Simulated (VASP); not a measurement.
# Mo (Im-3m) in VASP: further runs

Runs on Mo. Level: PBE. Tasks: single point.

Everything below comes from runs of VASP 6.6.1. Logs are shortened: lines on timing, memory, paths and dates and some standing lists are left out, and cuts for length are marked.

### Step 1. The cell of the first run

It takes space group Im-3m (No. 229, cubic). Conventional cell: a = 3.025 Å, b = 3.025 Å, c = 3.025 Å, α = 90.00°, β = 90.00°, γ = 90.00°. Mo (site symmetry m-3m) has 14 Mo at 2.62 to 3.02 Å within 3.5 Å.

### Step 2. Single point, PBE

The input, INCAR:

```
PREC     = Accurate       # precision mode
ENCUT    = 520            # plane-wave cutoff, eV
EDIFF    = 1E-7           # SCF threshold, eV
ISMEAR   = 0              # smearing method
SIGMA    = 0.03           # smearing width, eV
LREAL    = False          # projectors in reciprocal space
LASPH    = True           # aspherical terms in the spheres
NELM     = 100            # most SCF steps
ALGO     = Normal         # electronic algorithm
ISIF     = 2              # what is computed and relaxed
LWAVE    = False          # write WAVECAR
LCHARG   = True           # write CHGCAR
GGA      = PE             # functional
LELF     = True           # ELF
LVHAR    = True         
NBANDS   = 13             # bands
```

The input, KPOINTS:

```
Automatic mesh
0
Gamma
  26 26 26
```

The input, POSCAR:

```
Mo
1.0
   -1.5123819233      1.5123819233      1.5123819233
    1.5123819233     -1.5123819233      1.5123819233
    1.5123819233      1.5123819233     -1.5123819233
Mo
1
Direct
    0.0000000000      0.0000000000      0.0000000000
```

Potentials or basis: VASP PAW PBE potentials, release 64 (Mo_sv).

On the command line:

```bash
cat potpaw_PBE.64/Mo_sv/POTCAR > POTCAR
mpirun -np 1 vasp_std > vasp.out
```

OUTCAR:

```text
PREC = Accurate
   ENCUT = 520
   EDIFF = 1E-7
   ISMEAR = 0
   LREAL = False
   LASPH = True
   NELM = 100
   ISIF = 2
   GGA = PE

 ion  position               nearest neighbor table
   1  0.000  0.000  0.000-

  LATTYP: Found a body centered cubic cell.
 ALAT       =     3.0247638466

  Lattice vectors:

 A1 = (  -1.5123819233,   1.5123819233,   1.5123819233)
 A2 = (   1.5123819233,  -1.5123819233,   1.5123819233)
 A3 = (   1.5123819233,   1.5123819233,  -1.5123819233)

Analysis of symmetry for initial positions (statically):
=====================================================================
 Subroutine PRICEL returns:
 Original cell was already a primitive cell.

 Routine SETGRP: Setting up the symmetry group for a
 body centered cubic supercell.

 Subroutine GETGRP returns: Found 48 space group operations
 (whereof 48 operations were pure point group operations)
 out of a pool of 48 trial point group operations.

The static configuration has the point symmetry O_h .

Analysis of symmetry for dynamics (positions and initial velocities):
=====================================================================
 Subroutine PRICEL returns:
 Original cell was already a primitive cell.

 Routine SETGRP: Setting up the symmetry group for a
 body centered cubic supercell.

 Subroutine GETGRP returns: Found 48 space group operations
 (whereof 48 operations were pure point group operations)
 out of a pool of 48 trial point group operations.

The dynamic configuration has the point symmetry O_h .

 Subroutine INISYM returns: Found 48 space group operations
 (whereof 48 operations are pure point group operations),
 and found     1 'primitive' translations

----------------------------------------------------------------------------------------

                                     Primitive cell

  volume of cell :      13.8371

  direct lattice vectors                    reciprocal lattice vectors
    -1.512381923  1.512381923  1.512381923     0.000000000  0.330604322  0.330604322
     1.512381923 -1.512381923  1.512381923     0.330604322  0.000000000  0.330604322
     1.512381923  1.512381923 -1.512381923     0.330604322  0.330604322  0.000000000

  length of vectors
     2.619522332  2.619522332  2.619522332     0.467545116  0.467545116  0.467545116

  position of ions in fractional coordinates (direct lattice)
     0.000000000  0.000000000  0.000000000

  ion indices of the primitive-cell ions
   primitive index   ion index
                 1           1

----------------------------------------------------------------------------------------

 KPOINTS: Automatic mesh

Automatic generation of k-mesh.
 Grid dimensions read from file:
 generate k-points for:   26   26   26

 Generating k-lattice:

  Cartesian coordinates                     Fractional coordinates (reciprocal lattice)
     0.000000000  0.012715551  0.012715551     0.038461538  0.000000000  0.000000000
     0.012715551  0.000000000  0.012715551     0.000000000  0.038461538  0.000000000
     0.012715551  0.012715551  0.000000000     0.000000000  0.000000000  0.038461538

  Length of vectors
     0.017982504  0.017982504  0.017982504

  Shift w.r.t. Gamma in fractional coordinates (k-lattice)
     0.000000000  0.000000000  0.000000000

 Subroutine IBZKPT returns following result:
 ===========================================

 Found    511 irreducible k-points:

 Following reciprocal coordinates:
            Coordinates               Weight
  0.000000  0.000000  0.000000      1.000000
  0.038462  0.000000  0.000000     12.000000
  0.076923  0.000000  0.000000     12.000000
  0.115385  0.000000  0.000000     12.000000
  0.153846  0.000000  0.000000     12.000000
  0.192308  0.000000  0.000000     12.000000
[... 16 lines left out ...]
  0.346154  0.038462  0.000000     48.000000
  0.384615  0.038462  0.000000     48.000000
 [... further k-points ...]
   k-points           NKPTS =    511   k-points in BZ     NKDIM =    511   number of bands    NBANDS=     13
   number of dos      NEDOS =    301   number of ions     NIONS =      1
   total plane-waves  NPLWV =   8000
   dimension x,y,z NGX =    20 NGY =   20 NGZ =   20
   dimension x,y,z NGXF=    40 NGYF=   40 NGZF=   40
   ions per type =               1
   NGX,Y,Z   is equivalent  to a cutoff of  12.69, 12.69, 12.69 a.u.
   NGXF,Y,Z  is equivalent  to a cutoff of  25.39, 25.39, 25.39 a.u.
 SYSTEM =  unknown system
   PREC   = accura    normal or accurate (medium, high low for compatibility)
   ISTART =      0    job   : 0-new  1-cont  2-samecut
   ICHARG =      2    charge: 1-file 2-atom 10-const
   ISPIN  =      1    spin polarized calculation?
   LNONCOLLINEAR =      F non collinear calculations
   LSORBIT =      F    spin-orbit coupling
   LASPH  =      T    aspherical Exc in radial PAW
   ENCUT  =  520.0 eV  38.22 Ry    6.18 a.u.   4.87  4.87  4.87*2*pi/ulx,y,z
   NELM   =    100;   NELMIN=  2; NELMDL= -5     # of ELM steps
   EDIFF  = 0.1E-06   stopping-criterion for ELM
   LREAL  =      F    real-space projection
   EDIFFG = 0.1E-05   stopping-criterion for IOM
   NSW    =      0    number of steps for IOM
   IBRION =     -1    ionic relax: 0-MD 1-quasi-New 2-CG
   NFREE  =      0    steps in history (QN), initial steepest desc. (CG)
   ISIF   =      2    stress and relaxation
   ISYM   =      2    0-nonsym 1-usesym 2-fastsym
   POTIM  = 0.5000    time-step for ionic-motion
   TEBEG  =    0.0;   TEEND  =   0.0 temperature during run
   PSTRESS=    0.0 pullay stress
   NELECT =      14.0000    total number of electrons
   NUPDOWN=      -1.0000    fix difference up-down
   EMIN   =  10.00;   EMAX   =-10.00  energy-range for DOS
   EFERMI =   0.00;   METHOD = LEGACY
   ISMEAR =     0;   SIGMA  =   0.03  broadening in eV -4-tet -1-fermi 0-gaus
   EFERMI_NEDOS =   21; number of points for ismear=-14 and -15
   IALGO  =     38    algorithm
   IMIX   =      4    mixing-type and parameters
     AMIX     =   0.40;   BMIX     =  1.00
     AMIX_MAG =   1.60;   BMIX_MAG =  1.00
  volume/ion in A,a.u.               =      13.84        93.38
  Fermi-wavevector in a.u.,A,eV,Ry     =   1.643499  3.105762 36.750534  2.701088
  Thomas-Fermi vector in A             =   2.733623
   LORBIT       =      0    0 simple, 1 ext, 2 COOP (PROOUT), +10 PAW based schemes
   GGA     = PE    functional components
   LHFCALC =     F    Hartree Fock is set to
   AEXX    =    0.0000 exact exchange contribution
   IVDW    =     0    specifies the selected vdW correction
   LEPSILON=     F    determine dielectric tensor
   LRPA    =     F    only Hartree local field effects (RPA)
 non-spin polarized calculation
 Gauss-broadening in eV      SIGMA  =   0.03
  energy-cutoff  :      520.00
  volume of cell :       13.84
 maximum number of plane-waves:       386
   NGX =  9   NGY =  9   NGZ =  9

 number of electron      14.0000004 magnetization

 Free energy of the ion-electron system (eV)
  ---------------------------------------------------
  ext. energy  EPLUGINS =         0.00000000
  ---------------------------------------------------
  free energy    TOTEN  =       -10.68237088 eV

  energy without entropy =      -10.68213166  energy(sigma->0) =      -10.68225127

 E-fermi :  14.6865     XC(G=0): -14.0916

 val. band max:       14.6727609450   @ k =  -0.3462   0.3462   0.2308
 cond. band min:      14.6891807783   @ k =  -0.4231   0.5000   0.0385
 fundamental gap:      0.0164198332
 Fermi energy:        14.6865032840

 k-point     1 :       0.0000    0.0000    0.0000
  band No.  band energies     occupation
      1     -46.6787      2.00000
      2     -19.5992      2.00000
      3     -19.5992      2.00000
      4     -19.5992      2.00000
      5       7.0732      2.00000
      6      13.0352      2.00000
      7      13.0352      2.00000
      8      13.0352      2.00000
      9      16.5388      0.00000
     10      16.5388      0.00000
     11      29.6392      0.00000
     12      29.6392      0.00000
     13      29.6392      0.00000

 k-point     2 :       0.0385    0.0000    0.0000
  band No.  band energies     occupation
      1     -46.6727      2.00000
      2     -19.6316      2.00000
      3     -19.6089      2.00000
      4     -19.5995      2.00000
      5       7.1496      2.00000
      6      12.9894      2.00000
      7      13.0283      2.00000
      8      13.1078      2.00000
      9      16.4644      0.00000
     10      16.5388      0.00000
     11      29.7030      0.00000
     12      29.7679      0.00000
     13      29.8173      0.00000

 k-point     3 :       0.0769    0.0000    0.0000
  band No.  band energies     occupation
      1     -46.6550      2.00000
      2     -19.7264      2.00000
      3     -19.6374      2.00000
      4     -19.6005      2.00000
      5       7.3725      2.00000
      6      12.8577      2.00000
      7      13.0023      2.00000
      8      13.3243      2.00000
      9      16.2738      0.00000
     10      16.5406      0.00000
     11      29.8804      0.00000
     12      30.1482      0.00000
     13      30.3128      0.00000
[... 305 lines left out ...]
 k-point    23 :       0.3462    0.0385    0.0000
  band No.  band energies     occupation
      1     -46.3216      2.00000
      2     -21.3136      2.00000
      3     -20.1391      2.00000
      4     -19.6320      2.00000
      5       8.9823      2.00000
      6      10.9731      2.00000
      7      14.6326      1.98894
      8      16.4957      0.00000
      9      17.1774      0.00000
     10      18.6189      0.00000
     11      28.1316      0.00000
     12      30.0947      0.00000
     13      36.3229      0.00000

 k-point    24 :       0.3846    0.0385    0.0000
  band No.  band energies     occupation
      1     -46.2865      2.00000
      2     -21.4641      2.00000
      3     -20.1894      2.00000
      4     -19.6342      2.00000
      5       8.8161      2.00000
      6      10.8154      2.00000
      7      15.3420      0.00000
      8      16.6782      0.00000
      9      17.3457      0.00000
     10      19.4235      0.00000
     11      27.5784      0.00000
     12      29.3020      0.00000
     13      35.0649      0.00000

 [... further k-points ...]
[... 5 lines left out ...]
  --------------------------------------------------------------------------------------
  -------------------------------------------------------------------------------------
  Total        3.9658075      3.9658075      3.9658075      0.0000000      0.0000000      0.0000000
  in kB      459.1956782    459.1956782    459.1956782      0.0000000      0.0000000      0.0000000
  external PRESSURE =     459.1956782 kB  Pullay stress =       0.0000000 kB

 VOLUME and BASIS-vectors are now :
 -----------------------------------------------------------------------------
  energy-cutoff  :      520.00
  volume of cell :       13.84
      direct lattice vectors                 reciprocal lattice vectors
    -1.512381923  1.512381923  1.512381923     0.000000000  0.330604322  0.330604322
     1.512381923 -1.512381923  1.512381923     0.330604322  0.000000000  0.330604322
     1.512381923  1.512381923 -1.512381923     0.330604322  0.330604322  0.000000000

 POSITION                                       TOTAL-FORCE (eV/Angst)
 -----------------------------------------------------------------------------------
      0.00000      0.00000      0.00000         0.000000     -0.000000     -0.000000
 -----------------------------------------------------------------------------------
    total drift:                                0.000000     -0.000000      0.000000

  FREE ENERGIE OF THE ION-ELECTRON SYSTEM (eV)
  ---------------------------------------------------
  free  energy   TOTEN  =       -10.6823708830 eV

  energy  without entropy=      -10.6821316566  energy(sigma->0) =      -10.68225127
```

It took 57 s on 1 thread of Intel Xeon Platinum 8259CL at 2.50GHz (Skylake/Cascade Lake), shared host; peak memory 0.19 GiB.

Results:

```yaml
Free_energy: -10.6824 eV
Pressure: 45.9 GPa
Band_gap_on_the_k_mesh: zero (band 7 reaches 19.38 eV, above the bottom of band 8 at 13.04 eV)
```

### Step 3. Single point, PBE

The input, INCAR:

```
PREC = Accurate
ENCUT = 520
EDIFF = 1E-6
ISMEAR = 0
SIGMA = 0.03
LREAL = False
LASPH = True
NELM = 100
ALGO = Normal
ISIF = 2
LWAVE = False
LCHARG = True
GGA = PE
LELF = True
LVHAR = True
NBANDS = 13
```

The input, KPOINTS:

```
regular mesh
0
Gamma
  28 28 28
```

The input, POSCAR:

```
Mo
1.0
   -1.5123255030      1.5123255030      1.5123255030
    1.5123255030     -1.5123255030      1.5123255030
    1.5123255030      1.5123255030     -1.5123255030
Mo
1
Direct
    0.0000000000      0.0000000000      0.0000000000
```

Potentials or basis: VASP PAW PBE potentials, release 64 (Mo_sv).

On the command line:

```bash
cat potpaw_PBE.64/Mo_sv/POTCAR > POTCAR
mpirun -np 1 vasp_std > vasp.out
```

OUTCAR:

```text
PREC = Accurate
   ENCUT = 520
   EDIFF = 1E-6
   ISMEAR = 0
   LREAL = False
   LASPH = True
   NELM = 100
   ISIF = 2
   GGA = PE

 ion  position               nearest neighbor table
   1  0.000  0.000  0.000-

  LATTYP: Found a body centered cubic cell.
 ALAT       =     3.0246510060

  Lattice vectors:

 A1 = (  -1.5123255030,   1.5123255030,   1.5123255030)
 A2 = (   1.5123255030,  -1.5123255030,   1.5123255030)
 A3 = (   1.5123255030,   1.5123255030,  -1.5123255030)

Analysis of symmetry for initial positions (statically):
=====================================================================
 Subroutine PRICEL returns:
 Original cell was already a primitive cell.

 Routine SETGRP: Setting up the symmetry group for a
 body centered cubic supercell.

 Subroutine GETGRP returns: Found 48 space group operations
 (whereof 48 operations were pure point group operations)
 out of a pool of 48 trial point group operations.

The static configuration has the point symmetry O_h .

Analysis of symmetry for dynamics (positions and initial velocities):
=====================================================================
 Subroutine PRICEL returns:
 Original cell was already a primitive cell.

 Routine SETGRP: Setting up the symmetry group for a
 body centered cubic supercell.

 Subroutine GETGRP returns: Found 48 space group operations
 (whereof 48 operations were pure point group operations)
 out of a pool of 48 trial point group operations.

The dynamic configuration has the point symmetry O_h .

 Subroutine INISYM returns: Found 48 space group operations
 (whereof 48 operations are pure point group operations),
 and found     1 'primitive' translations

----------------------------------------------------------------------------------------

[... 109 lines left out ...]
     AMIX     =   0.40;   BMIX     =  1.00
     AMIX_MAG =   1.60;   BMIX_MAG =  1.00
  volume/ion in A,a.u.               =      13.84        93.37
  Fermi-wavevector in a.u.,A,eV,Ry     =   1.643560  3.105878 36.753276  2.701290
  Thomas-Fermi vector in A             =   2.733674
   LORBIT       =      0    0 simple, 1 ext, 2 COOP (PROOUT), +10 PAW based schemes
   GGA     = PE    functional components
   LHFCALC =     F    Hartree Fock is set to
   AEXX    =    0.0000 exact exchange contribution
   IVDW    =     0    specifies the selected vdW correction
   LEPSILON=     F    determine dielectric tensor
   LRPA    =     F    only Hartree local field effects (RPA)
 non-spin polarized calculation
 Gauss-broadening in eV      SIGMA  =   0.03
  energy-cutoff  :      520.00
  volume of cell :       13.84
 maximum number of plane-waves:       384
   NGX =  9   NGY =  9   NGZ =  9

 number of electron      14.0000004 magnetization

 Free energy of the ion-electron system (eV)
  ---------------------------------------------------
  ext. energy  EPLUGINS =         0.00000000
  ---------------------------------------------------
  free energy    TOTEN  =       -10.67906125 eV

  energy without entropy =      -10.67880371  energy(sigma->0) =      -10.67893248

 E-fermi :  14.7366     XC(G=0): -14.0923

 val. band max:       14.7342326882   @ k =  -0.2143   0.3214   0.0714
 cond. band min:      14.7395249076   @ k =  -0.4286  -0.4286   0.2857
 fundamental gap:      0.0052922194
 Fermi energy:        14.7365503872

 k-point     1 :       0.0000    0.0000    0.0000
  band No.  band energies     occupation
      1     -46.6772      2.00000
      2     -19.5973      2.00000
      3     -19.5973      2.00000
      4     -19.5973      2.00000
      5       7.0750      2.00000
      6      13.0360      2.00000
      7      13.0360      2.00000
      8      13.0360      2.00000
      9      16.5409      0.00000
     10      16.5409      0.00000
     11      29.6414      0.00000
     12      29.6414      0.00000
     13      29.6414      0.00000
[... 354 lines left out ...]
  band No.  band energies     occupation
      1     -46.3488      2.00000
      2     -21.1878      2.00000
      3     -20.0951      2.00000
      4     -19.6267      2.00000
      5       9.0900      2.00000
      6      11.1051      2.00000
      7      14.1533      2.00000
      8      16.3466      0.00000
      9      17.0713      0.00000
     10      18.0090      0.00000
     11      28.5642      0.00000
     12      30.6757      0.00000
     13      37.1993      0.00000

 [... further k-points ...]
[... 5 lines left out ...]
  --------------------------------------------------------------------------------------
  -------------------------------------------------------------------------------------
  Total        3.9640531      3.9640531      3.9640531     -0.0000000      0.0000000      0.0000000
  in kB      459.0439026    459.0439026    459.0439026     -0.0000000      0.0000000      0.0000000
  external PRESSURE =     459.0439026 kB  Pullay stress =       0.0000000 kB

 VOLUME and BASIS-vectors are now :
 -----------------------------------------------------------------------------
  energy-cutoff  :      520.00
  volume of cell :       13.84
      direct lattice vectors                 reciprocal lattice vectors
    -1.512325503  1.512325503  1.512325503     0.000000000  0.330616656  0.330616656
     1.512325503 -1.512325503  1.512325503     0.330616656  0.000000000  0.330616656
     1.512325503  1.512325503 -1.512325503     0.330616656  0.330616656  0.000000000

 POSITION                                       TOTAL-FORCE (eV/Angst)
 -----------------------------------------------------------------------------------
      0.00000      0.00000      0.00000         0.000000      0.000000     -0.000000
 -----------------------------------------------------------------------------------
    total drift:                                0.000000     -0.000000      0.000000

  FREE ENERGIE OF THE ION-ELECTRON SYSTEM (eV)
  ---------------------------------------------------
  free  energy   TOTEN  =       -10.6790612494 eV

  energy  without entropy=      -10.6788037143  energy(sigma->0) =      -10.67893248
```

OSZICAR:

```text
N       E                     dE             d eps       ncg     rms          rms(c)
DAV:   1     0.934846030965E+02    0.93485E+02   -0.81126E+03 16319   0.112E+03
DAV:   2    -0.101031131771E+02   -0.10359E+03   -0.99465E+02 18699   0.315E+02
DAV:   3    -0.112231115140E+02   -0.11200E+01   -0.11174E+01 18054   0.328E+01
DAV:   4    -0.112254853411E+02   -0.23738E-02   -0.23738E-02 18484   0.182E+00
DAV:   5    -0.112254988037E+02   -0.13463E-04   -0.13461E-04 18369   0.123E-01    0.195E+01
DAV:   6    -0.107612552135E+02    0.46424E+00   -0.52753E-01 16714   0.926E+00    0.672E+00
DAV:   7    -0.106824323936E+02    0.78823E-01   -0.14391E-01 17969   0.467E+00    0.747E-01
DAV:   8    -0.106790171464E+02    0.34152E-02   -0.39171E-03 16824   0.809E-01    0.114E-01
DAV:   9    -0.106790555888E+02   -0.38442E-04   -0.62961E-05 19474   0.999E-02    0.777E-02
DAV:  10    -0.106790607759E+02   -0.51872E-05   -0.16172E-05 17019   0.514E-02    0.157E-03
DAV:  11    -0.106790612494E+02   -0.47347E-06   -0.17477E-07  9447   0.562E-03
   1 F= -.10679061E+02 E0= -.10678932E+02  d E =-.257535E-03
```

stdout:

```text
POSCAR found type information on POSCAR Mo
 POSCAR found :  1 types and       1 ions
 scaLAPACK will be used
 LDA part: xc-table for (Slater+PW92), standard interpolation
 POSCAR, INCAR and KPOINTS ok, starting setup
 FFT: planning ... GRIDC
 FFT: planning ... GRID_SOFT
 FFT: planning ... GRID
 WAVECAR not read
 entering main loop
```

Run time: 59 s. Hardware: 1 thread of Intel Xeon Platinum 8259CL at 2.50GHz (Skylake/Cascade Lake), shared host; peak memory 0.21 GiB.

What came out:

```yaml
Free_energy: -10.6791 eV
Pressure: 45.9 GPa
Band_gap_on_the_k_mesh: zero (band 7 reaches 19.38 eV, above the bottom of band 8 at 13.04 eV)
```
